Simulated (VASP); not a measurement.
# Si62As (a cell with a defect) in VASP: single point with PBE

Aim: the single point of Si62As (a cell with a defect) with PBE.

All numbers are computed with VASP 6.6.1; they aren't measurements. Logs are shortened: lines on timing, memory, paths and dates and some standing lists are left out, and cuts for length are marked.

**1. The cell of the first run**

The cell holds a defect, 63 atoms: a = 10.860 Å, b = 10.860 Å, c = 10.860 Å, α = 90.00°, β = 90.00°, γ = 90.00°.

**2. Single point, PBE, collinear spin**

Input file INCAR:

```
SYSTEM = Si62As
PREC = Accurate ; ENCUT = 400
EDIFF = 1E-6 ; ISMEAR = 0
SIGMA = 0.02 ; LREAL = Auto
LASPH = .True. ; NELM = 200
ALGO = Normal ; ISIF = 2
LWAVE = .False. ; LCHARG = .False.
ISPIN = 2 ; MAGMOM = 0 0 0 0 0 0 0 0 0 0 0 0 0 0 0 0 0 0 0 0 0 0 0 0 0 0 0 0 0 0 0 0 0.15 0 0 0 0 0 0 0 0 0 0 0 0 0 0 0 0 0 0 0 0 0 0 0 0 0 0 0 0 0 0
LORBIT = 11 ; GGA = PE
NBANDS = 168 ; GGA_COMPAT = .False.
```

Input file KPOINTS:

```
Automatic mesh
0
Gamma
  1 1 1
  0 0 0
```

Input file POSCAR:

```
Si62As
1.0
   10.8600000000      0.0000000000      0.0000000000
    0.0000000000     10.8600000000      0.0000000000
    0.0000000000      0.0000000000     10.8600000000
Si As
62 1
Direct
    0.4966464088     -0.0087963168      0.0093065378
    0.6235937385      0.1222284530      0.1267384899
    0.7484945672      0.2475443831      0.0015081031
    0.8738564457      0.3735672192      0.1255214549
    0.7520332413      0.0020760589      0.2531178637
    0.8794011971      0.1291488950      0.3755848066
   -0.0022677716     -0.0012967772      0.0013692449
    0.1235123389      0.1244104052      0.1252767035
    0.2476964088      0.2477678637     -0.0001552486
    0.3746735727      0.3734177716      0.1229657459
    0.4992315838      0.4988134438     -0.0000069061
    0.6142332413      0.6229302947      0.1335163904
    0.7425160221      0.7469841621      0.0081191529
    0.8724918048      0.8739152855      0.1266339779
    0.2500220994     -0.0021805709      0.2513140884
    0.3748057090      0.1246036832      0.3745442910
    0.4996533149      0.2498267956      0.2499123389
    0.6239369245      0.3751383057      0.3753939227
    0.7474973297      0.5005011971      0.2517121547
    0.8748429098      0.6248887661      0.3747330571
    0.5003911602     -0.0011642726      0.4986696133
    0.6246133517      0.1235625230      0.6259944751
    0.7494276243      0.2495112339      0.5018466851
    0.8767814917      0.3755074586      0.6233125230
    0.7483568140     -0.0015224678      0.7528155617
    0.8747680479      0.1247207182      0.8748269797
   -0.0024172192      0.4973436464      0.0000037753
    0.1230471455      0.6246818600      0.1226993554
    0.2481089319      0.7493046041     -0.0006107735
    0.3720746777      0.8624349908      0.1346461326
    0.0059407919      0.2562300184      0.2528850829
    0.1358473297      0.3858677716      0.3721683241
    0.2616813076      0.5121914365      0.2442221915
    0.6268309392      0.8767215470      0.3737229282
   -0.0005928177     -0.0005205341      0.5022771639
    0.1256531308      0.1269128913      0.6233584715
    0.2510922652      0.2524839779      0.4986341621
    0.3770484346      0.3769316759      0.6228032228
    0.4997140884      0.5048047882      0.4946490792
    0.6234331492      0.6255868324      0.6229241252
    0.7487387661      0.7504211786      0.4986899632
    0.8734197974      0.8744315838      0.6260703499
    0.2509955801      0.0011427256      0.7485461326
    0.3762572744      0.1215647330      0.8782007366
    0.5005523941      0.2494597606      0.7526255064
    0.6282744936      0.3754942910      0.8740973297
    0.7509151013      0.5009092081      0.7484924494
    0.8724595764      0.6257083794      0.8773604972
   -0.0002194291      0.7497979742      0.2498711786
    0.1250247698      0.8742922652      0.3752768877
    0.0024946593      0.5009871087      0.4987659300
    0.1277553407      0.6269281768      0.6220680479
    0.2553732044      0.7501571823      0.4938011050
    0.3758123389      0.8736097606      0.6229048803
   -0.0001237569      0.2499776243      0.7500240331
    0.1252092081      0.3751573665      0.8734020258
    0.2502158379      0.5001474217      0.7483604972
    0.3743320442      0.6243957643      0.8745211786
    0.4999982505      0.7499888582      0.7507469613
    0.6234679558      0.8735220074      0.8786631676
   -0.0001285451      0.7505590239      0.7518422652
    0.1253795580      0.8783113260      0.8735922652
    0.4162693370      0.6678747698      0.3212802026
```

Potentials or basis: VASP PAW PBE potentials, release 64 (Si, As).

Command:

```bash
$ cat potpaw_PBE.64/Si/POTCAR potpaw_PBE.64/As/POTCAR > POTCAR
$ mpirun -np 1 vasp_gam > vasp.out
```

OUTCAR:

```text
SYSTEM = Si62As
   PREC = Accurate
   ENCUT = 400
   EDIFF = 1E-6
   ISMEAR = 0
   LREAL = Auto
   LASPH = .True.
   NELM = 200
   ISIF = 2
   ISPIN = 2
   LORBIT = 11
   GGA = PE

 ion  position               nearest neighbor table
   1  0.497  0.991  0.009-  60 2.35   2 2.36  30 2.37  44 2.40
   2  0.624  0.122  0.127-  17 2.35   5 2.35   3 2.35   1 2.36
   3  0.748  0.248  0.002-   4 2.35   2 2.35  46 2.36  26 2.36
   4  0.874  0.374  0.126-  27 2.34   3 2.35  31 2.37  19 2.38
   5  0.752  0.002  0.253-  34 2.33   2 2.35  14 2.35   6 2.36
   6  0.879  0.129  0.376-  31 2.36  35 2.36  23 2.36   5 2.36
[... 25 lines left out ...]
  32  0.136  0.386  0.372-  51 2.36  37 2.36  31 2.38  33 2.38
  33  0.262  0.512  0.244-  28 2.35  10 2.35  32 2.38  63 2.53
  34  0.627  0.877  0.374-   5 2.33  41 2.34  21 2.34
  35  0.999  0.999  0.502-  42 2.35  36 2.35   6 2.36  50 2.37
  36  0.126  0.127  0.623-  35 2.35  55 2.35  37 2.36  43 2.36
  37  0.251  0.252  0.499-  38 2.35  16 2.36  36 2.36  32 2.36
  38  0.377  0.377  0.623-  37 2.35  57 2.36  39 2.37  45 2.39
  39  0.500  0.505  0.495-  40 2.34  18 2.34  38 2.37  63 2.74
  40  0.623  0.626  0.623-  39 2.34  41 2.35  59 2.36  47 2.37
[... 20 lines left out ...]
  61  1.000  0.751  0.752-  62 2.35  42 2.36  48 2.37  52 2.39
  62  0.125  0.878  0.874-  43 2.34  61 2.35   7 2.36  29 2.37
  63  0.416  0.668  0.321-  33 2.53  53 2.71  39 2.74  30 2.97  12 3.00

  LATTYP: Found a simple cubic cell.
 ALAT       =    10.8600000000

  Lattice vectors:

 A1 = (  10.8600000000,   0.0000000000,   0.0000000000)
 A2 = (   0.0000000000,  10.8600000000,   0.0000000000)
 A3 = (   0.0000000000,   0.0000000000,  10.8600000000)

Analysis of symmetry for initial positions (statically):
=====================================================================
 Subroutine PRICEL returns:
 Original cell was already a primitive cell.

 Routine SETGRP: Setting up the symmetry group for a
 simple cubic supercell.

 Subroutine GETGRP returns: Found  1 space group operations
 (whereof  1 operations were pure point group operations)
 out of a pool of 48 trial point group operations.

The static configuration has the point symmetry C_1 .

Analysis of symmetry for dynamics (positions and initial velocities):
=====================================================================
 Subroutine PRICEL returns:
 Original cell was already a primitive cell.

 Routine SETGRP: Setting up the symmetry group for a
 simple cubic supercell.

 Subroutine GETGRP returns: Found  1 space group operations
 (whereof  1 operations were pure point group operations)
 out of a pool of 48 trial point group operations.

The dynamic configuration has the point symmetry C_1 .

Analysis of structural, dynamic, and magnetic symmetry:
=====================================================================
 Subroutine PRICEL returns:
 Original cell was already a primitive cell.

 Routine SETGRP: Setting up the symmetry group for a
 simple cubic supercell.

 Subroutine GETGRP returns: Found  1 space group operations
 (whereof  1 operations were pure point group operations)
 out of a pool of 48 trial point group operations.

The overall configuration has the point symmetry C_1 .

 Subroutine INISYM returns: Found  1 space group operations
 (whereof  1 operations are pure point group operations),
 and found     1 'primitive' translations

----------------------------------------------------------------------------------------

                                     Primitive cell

  volume of cell :    1280.8241

  direct lattice vectors                    reciprocal lattice vectors
    10.860000000  0.000000000  0.000000000     0.092081031  0.000000000  0.000000000
     0.000000000 10.860000000  0.000000000     0.000000000  0.092081031  0.000000000
     0.000000000  0.000000000 10.860000000     0.000000000  0.000000000  0.092081031

  length of vectors
    10.860000000 10.860000000 10.860000000     0.092081031  0.092081031  0.092081031

[... 177 lines left out ...]
   NELM   =    200;   NELMIN=  2; NELMDL= -5     # of ELM steps
   EDIFF  = 0.1E-05   stopping-criterion for ELM
   LREAL  =      T    real-space projection
   EDIFFG = 0.1E-04   stopping-criterion for IOM
   NSW    =      0    number of steps for IOM
   IBRION =     -1    ionic relax: 0-MD 1-quasi-New 2-CG
   NFREE  =      0    steps in history (QN), initial steepest desc. (CG)
   ISIF   =      2    stress and relaxation
   ISYM   =      2    0-nonsym 1-usesym 2-fastsym
   POTIM  = 0.5000    time-step for ionic-motion
   TEBEG  =    0.0;   TEEND  =   0.0 temperature during run
   PSTRESS=    0.0 pullay stress
   NELECT =     253.0000    total number of electrons
   NUPDOWN=      -1.0000    fix difference up-down
   EMIN   =  10.00;   EMAX   =-10.00  energy-range for DOS
   EFERMI =   0.00;   METHOD = LEGACY
   ISMEAR =     0;   SIGMA  =   0.02  broadening in eV -4-tet -1-fermi 0-gaus
   EFERMI_NEDOS =   21; number of points for ismear=-14 and -15
   IALGO  =     38    algorithm
   IMIX   =      4    mixing-type and parameters
     AMIX     =   0.40;   BMIX     =  1.00
     AMIX_MAG =   1.60;   BMIX_MAG =  1.00
  volume/ion in A,a.u.               =      20.33       137.20
  Fermi-wavevector in a.u.,A,eV,Ry     =   0.953422  1.801706 12.367880  0.909014
  Thomas-Fermi vector in A             =   2.082076
   LORBIT       =     11    0 simple, 1 ext, 2 COOP (PROOUT), +10 PAW based schemes
   GGA     = PE    functional components
   LHFCALC =     F    Hartree Fock is set to
   AEXX    =    0.0000 exact exchange contribution
   IVDW    =     0    specifies the selected vdW correction
   LEPSILON=     F    determine dielectric tensor
   LRPA    =     F    only Hartree local field effects (RPA)
 spin polarized calculation
 Gauss-broadening in eV      SIGMA  =   0.02
  energy-cutoff  :      400.00
  volume of cell :     1280.82
 maximum number of plane-waves:     11564
 NGX is ok and might be reduce to    70
   NGX = 35   NGY = 35   NGZ = 35

 number of electron     252.9999984 magnetization       1.0001904

 Free energy of the ion-electron system (eV)
  ---------------------------------------------------
  ext. energy  EPLUGINS =         0.00000000
  ---------------------------------------------------
  free energy    TOTEN  =      -331.55498094 eV

  energy without entropy =     -331.55494294  energy(sigma->0) =     -331.55496194

 E-fermi :   6.1894     XC(G=0):  -9.3542

 val. band max:        6.1416459500   @ k =   0.0000   0.0000   0.0000
 cond. band min:       6.2370909364   @ k =   0.0000   0.0000   0.0000
 fundamental gap:      0.0954449864
 Fermi energy:         6.1893683644

 spin component 1

 k-point     1 :       0.0000    0.0000    0.0000
  band No.  band energies     occupation
      1      -6.2593      1.00000
      2      -5.5202      1.00000
      3      -5.1590      1.00000
      4      -5.1502      1.00000
      5      -5.1440      1.00000
      6      -5.1369      1.00000
[... 130 lines left out ...]
    137       6.8971      0.00000
    138       6.9131      0.00000
 Fermi energy:         6.1893683644

 spin component 2

 k-point     1 :       0.0000    0.0000    0.0000
  band No.  band energies     occupation
      1      -6.2456      1.00000
      2      -5.5049      1.00000
      3      -5.1492      1.00000
      4      -5.1343      1.00000
      5      -5.1305      1.00000
      6      -5.1271      1.00000
[... 130 lines left out ...]
    137       6.9109      0.00000
    138       6.9297      0.00000
 [bands above 138 left out]

------------------------ aborting loop because EDIFF is reached ----------------------------------------

  FORCE on cell =-STRESS in cart. coord.  units (eV):
  Direction    XX          YY          ZZ          XY          YZ          ZX
  --------------------------------------------------------------------------------------
  -------------------------------------------------------------------------------------
  Total       13.3199115     12.7127956     12.9041630      2.9947712      1.1857229      1.8709694
  in kB       16.6618203     15.9023816     16.1417623      3.7461464      1.4832157      2.3403876
  external PRESSURE =      16.2353214 kB  Pullay stress =       0.0000000 kB

 VOLUME and BASIS-vectors are now :
 -----------------------------------------------------------------------------
  energy-cutoff  :      400.00
  volume of cell :     1280.82
      direct lattice vectors                 reciprocal lattice vectors
    10.860000000  0.000000000  0.000000000     0.092081031  0.000000000  0.000000000
     0.000000000 10.860000000  0.000000000     0.000000000  0.092081031  0.000000000
     0.000000000  0.000000000 10.860000000     0.000000000  0.000000000  0.092081031

 POSITION                                       TOTAL-FORCE (eV/Angst)
 -----------------------------------------------------------------------------------
      5.39358     10.76447      0.10107        -0.003047      0.051338     -0.038891
      6.77223      1.32740      1.37638        -0.000757      0.005947      0.000419
      8.12865      2.68833      0.01638        -0.006601      0.008235      0.000090
      9.49008      4.05694      1.36316        -0.004058      0.004538     -0.013855
      8.16708      0.02255      2.74886         0.003547      0.006860     -0.007164
      9.55030      1.40256      4.07885         0.000165     -0.006477     -0.019227
[... 55 lines left out ...]
      1.36162      9.53846      9.48721         0.010234     -0.001646      0.003890
      4.52068      7.25312      3.48910        -0.311953     -0.301745      0.542477
 -----------------------------------------------------------------------------------
    total drift:                               -0.005079     -0.001500      0.003230

  FREE ENERGIE OF THE ION-ELECTRON SYSTEM (eV)
  ---------------------------------------------------
  free  energy   TOTEN  =      -331.5549809391 eV

  energy  without entropy=     -331.5549429399  energy(sigma->0) =     -331.55496194

 total charge

# of ion       s       p       d       tot
------------------------------------------
    1        0.740   0.939   0.000   1.679
    2        0.739   0.958   0.000   1.697
    3        0.739   0.956   0.000   1.695
    4        0.744   0.944   0.000   1.688
    5        0.738   0.953   0.000   1.692
    6        0.746   0.939   0.000   1.685
[... 55 lines left out ...]
   62        0.744   0.949   0.000   1.693
   63        1.348   1.279   0.033   2.660
--------------------------------------------------
tot         47.411  59.845   0.033 107.289

 magnetization (x)

# of ion       s       p       d       tot
------------------------------------------
    1       -0.000   0.003   0.000   0.003
    2        0.001   0.001   0.000   0.001
    3        0.000   0.002   0.000   0.002
    4        0.001   0.000   0.000   0.001
    5       -0.001  -0.000   0.000  -0.001
    6        0.005   0.008   0.000   0.014
[... 55 lines left out ...]
   62        0.000   0.009   0.000   0.009
   63        0.000  -0.003   0.004   0.001
--------------------------------------------------
tot          0.065   0.290   0.004   0.358
```

It took 5.5 min on 1 thread of Intel Xeon Platinum 8375C at 2.90GHz (Ice Lake), shared host; peak memory 1.1 GiB.

What came out:

* Free energy: -331.5550 eV
* Pressure: 1.6 GPa
* Largest force: 0.695 eV/Å
* Net moment: 1.00 μB per cell
* Site moments: Si +0.00, -0.00, +0.01, +0.03, +0.13 (each value once); As +0.00 μB
* Valence electrons inside the program's atomic spheres: Si 1.68, 1.70, 1.69, 1.64, 1.65, 1.66 (each value once); As 2.66

Forces in eV/Å, atoms in the order of the input:
```
Si  -0.003  0.051 -0.039
Si  -0.001  0.006  0.000
Si  -0.007  0.008  0.000
Si  -0.004  0.005 -0.014
Si   0.004  0.007 -0.007
Si   0.000 -0.006 -0.019
Si   0.005  0.000  0.003
Si   0.012 -0.006 -0.014
Si   0.018  0.008  0.002
Si   0.005  0.009  0.021
Si  -0.019  0.026  0.017
Si   0.103  0.037 -0.090
Si   0.045 -0.004 -0.040
Si   0.012  0.002 -0.003
Si   0.008  0.003  0.015
Si   0.005 -0.005 -0.010
Si   0.007  0.004  0.001
Si   0.014 -0.020  0.003
Si  -0.007  0.019  0.016
Si  -0.001 -0.002 -0.008
Si  -0.013  0.001  0.002
Si   0.015  0.001 -0.005
Si   0.007 -0.003 -0.017
Si  -0.006  0.000  0.001
Si  -0.004  0.003  0.001
Si   0.008  0.001 -0.005
Si   0.005  0.021  0.007
Si   0.011  0.005  0.019
Si   0.016 -0.007  0.006
Si   0.041  0.068 -0.068
Si  -0.014 -0.008  0.015
Si  -0.031 -0.033 -0.002
Si  -0.057 -0.051  0.020
Si   0.042  0.028 -0.004
Si  -0.006  0.007 -0.009
Si   0.002 -0.009  0.000
Si  -0.003 -0.010  0.002
Si  -0.007  0.023 -0.024
Si  -0.011  0.071 -0.088
Si  -0.001 -0.008  0.003
Si   0.005  0.000  0.001
Si   0.003  0.007 -0.001
Si   0.001 -0.005 -0.004
Si   0.002  0.022 -0.031
Si  -0.010  0.028 -0.025
Si   0.006  0.005  0.004
Si  -0.009  0.011 -0.001
Si   0.033 -0.006 -0.034
Si   0.000  0.005  0.004
Si  -0.015  0.013 -0.002
Si  -0.010  0.000  0.005
Si   0.021 -0.019 -0.021
Si   0.060 -0.013 -0.084
Si   0.002  0.003  0.000
Si  -0.003  0.001  0.001
Si   0.001  0.001  0.001
Si  -0.004 -0.003  0.001
Si  -0.001 -0.001 -0.007
Si   0.008  0.007 -0.010
Si  -0.001  0.001 -0.005
Si   0.021  0.006 -0.027
Si   0.010 -0.002  0.004
As  -0.312 -0.302  0.542
```

Stress tensor (GPa, compression positive):
```
1.67 0.37 0.23
0.37 1.59 0.15
0.23 0.15 1.61
```

Levels at points of the mesh, in eV from the Fermi level:
Spin up:
```
           k point  band 125  band 126  band 127  band 128  band 129  band 130
(0.00, 0.00, 0.00)     -0.90     -0.36     -0.05      0.05      0.17      0.20
```
Spin down:
```csv
k point,band 122,band 123,band 124,band 125,band 126,band 127,band 128,band 129,band 130,band 131
"(0.00, 0.00, 0.00)",-1.56,-0.92,-0.88,-0.82,-0.31,0.08,0.16,0.18,0.21,0.27
```

Caveat: the k points lie up to 0.58 Å⁻¹ apart.
